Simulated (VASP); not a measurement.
Here is a VASP 6.6.1 calculation.

The input INCAR:

```
SYSTEM = Al5Ru3
PREC = Accurate
ENCUT = 520
EDIFF = 1E-6
ISMEAR = 0
SIGMA = 0.1
LREAL = .False.
LASPH = .True.
NELM = 100
ALGO = Fast
ISIF = 2
LWAVE = .False.
LCHARG = .False.
GGA = PS
NBANDS = 38
```

Contents of KPOINTS:

```
Automatic mesh
0
Gamma
  6 6 4
  0 0 0
```

POSCAR

```
Al5Ru3
1.0
    4.1674187029      0.0000000000      0.0000000000
    0.0000000000      3.1038691820      0.0000000000
    0.0000000000      0.0000000000      8.3924568238
Ru Al
3 5
Direct
    0.0000000000      0.5000000000      0.2643926250
    0.0000000000      0.5000000000      0.7356073750
    0.5000000000      0.5000000000      0.0000000000
    0.0000000000      0.0000000000      0.0000000000
    0.0000000000      0.0000000000      0.5000000000
    0.5000000000      0.5000000000      0.5000000000
    0.5000000000      0.0000000000      0.2332696169
    0.5000000000      0.0000000000      0.7667303831
```

Potentials or basis: VASP PAW PBE potentials, release 64 (Ru_pv, Al).

Launch:

```bash
$ cat potpaw_PBE.64/Ru_pv/POTCAR potpaw_PBE.64/Al/POTCAR > POTCAR
$ mpirun -np 1 vasp_std > vasp.out
```

Problem. Estimate the band gap on the k mesh.

Solution. Zero (an odd number of electrons rules out a gap without spin polarisation).

Problem. Estimate the largest force.

Solution. 0.034 eV/Å.

Forces in eV/Å, atoms in the order of the input:
```
Ru   0.000  0.000 -0.034
Ru   0.000  0.000  0.034
Ru   0.000  0.000  0.000
Al   0.000  0.000  0.000
Al   0.000  0.000  0.000
Al   0.000  0.000  0.000
Al   0.000  0.000  0.032
Al   0.000  0.000 -0.032
```

Caveat: the PAW data sets were made with another functional, which shifts forces and pressure a little.
